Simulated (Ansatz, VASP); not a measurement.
**One calculation of Sb, two programs**

The input INCAR:

```
SYSTEM = Sb
PREC = Accurate ; ENCUT = 520
EDIFF = 1E-7 ; ISMEAR = -1
SIGMA = 0.03 ; LREAL = .FALSE.
LASPH = .TRUE. ; NELM = 100
ALGO = Normal ; ISIF = 2
LWAVE = .FALSE. ; LCHARG = .FALSE.
NBANDS = 12
```

The input KPOINTS:

```
regular mesh
0
G
  9 9 9
  0 0 0
```

The input POSCAR:

```
Sb
1.0
    2.1456002536      1.2387628840      3.6587425366
   -2.1456002536      1.2387628840      3.6587425366
    0.0000000000     -2.4775257680      3.6587425366
Sb
2
Direct
    0.2359371474      0.2359371474      0.2359371474
    0.7640628526      0.7640628526      0.7640628526
```

Input for Ansatz:

```yaml
crystal:
  lattice:
    - [2.1456002536, 1.238762884, 3.6587425366]
    - [-2.1456002536, 1.238762884, 3.6587425366]
    - [0.0, -2.477525768, 3.6587425366]
  atoms:
    - { symbol: Sb, position: [0.2359371474, 0.2359371474, 0.2359371474] }
    - { symbol: Sb, position: [0.7640628526, 0.7640628526, 0.7640628526] }
hamiltonian:
  xc: lda
  pseudopotentials:
    kind: paw
    azcp:
      Sb: "pseudopotentials/Sb.paw.azcp"
basis:
  ecutwfc: 420
  fft_grid_basis: typed
kpoints:
  mp_grid: { grid: [9, 9, 9], shift: [0, 0, 0] }
magnetization:
  spin_polarized: false
scf:
  occupations: { method: fermi_dirac, width: 0.03 }
  lower_state_search: "off"
output:
  stress: true
  write_density: true
  write_potential: true
  elf: true
  volumetric_format: npy
```

Alike in both runs: task single point; functional LDA; k mesh 9 × 9 × 9; occupations fermi-dirac, width 0.03 eV; no spin polarisation.

|  | VASP | Ansatz |
| --- | --- | --- |
| version | VASP 6.6.1 | Ansatz 0.2.0 |
| potentials or method | VASP PAW LDA potentials, release 64 (Sb), cutoff 520 eV | plane waves (420 eV) with PAW, scalar-relativistic |
| valence electrons in the cell | 10 | 30 |

```csv
,VASP,Ansatz,Ansatz less VASP
pressure (GPa),0.3,0.1,-0.29
"traceless stress, the component that is largest in VASP (GPa)",-0.08,-0.02,+0.057
```

Ansatz warns that its potentials were made for another functional, while VASP's fit it. LDA's correlation is that of Perdew and Zunger in VASP and of Perdew and Wang (1992) in Ansatz. VASP's potentials hold 10 valence electrons a cell and Ansatz's 30, so a difference there can come from the potentials and not from the codes.

Neither program's run includes spin-orbit coupling.
